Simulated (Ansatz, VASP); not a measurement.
## Two plane-wave programs on Sr2Hf

```
CELL_PARAMETERS angstrom
5.37897 0.00000 0.00000
-2.68949 4.65833 0.00000
0.00000 0.00000 3.41936
ATOMIC_POSITIONS crystal
Sr 0.33333 0.66667 0.50000
Sr 0.66667 0.33333 0.50000
Hf 0.00000 0.00000 0.00000
```

Alike in both runs: task relaxation of cell and atoms; functional PBE; k mesh 6 × 6 × 6; occupations gaussian, width 0.1 eV; no spin polarisation.

```csv
,VASP,Ansatz
version,VASP 6.6.1,Ansatz 0.2.0
potentials or method,"VASP PAW PBE potentials, release 64 (Sr_sv, Hf_pv), cutoff 600 eV","scalar-relativistic, plane waves, PAW"
valence electrons in the cell,30,46
```

|  | VASP | Ansatz | Ansatz less VASP |
| --- | --- | --- | --- |
| gap on the k mesh at the Fermi level, each at its own relaxed structure (eV) | none | none | - |
| relaxed volume (Å³/atom) | 35.31 | 35.11 | -0.192 |
| relaxed cell length with the largest relative difference (Å) | 5.987 | 5.958 | -0.0293 |

A gap of «none» marks a metal or a gap that the smearing closes. VASP's potentials hold 30 valence electrons a cell and Ansatz's 46, so a difference there can come from the potentials and not from the codes.

Spin-orbit coupling is off throughout. Noted on VASP's run: the volume moved by over 15 % at a fixed basis, so the end points are rough.
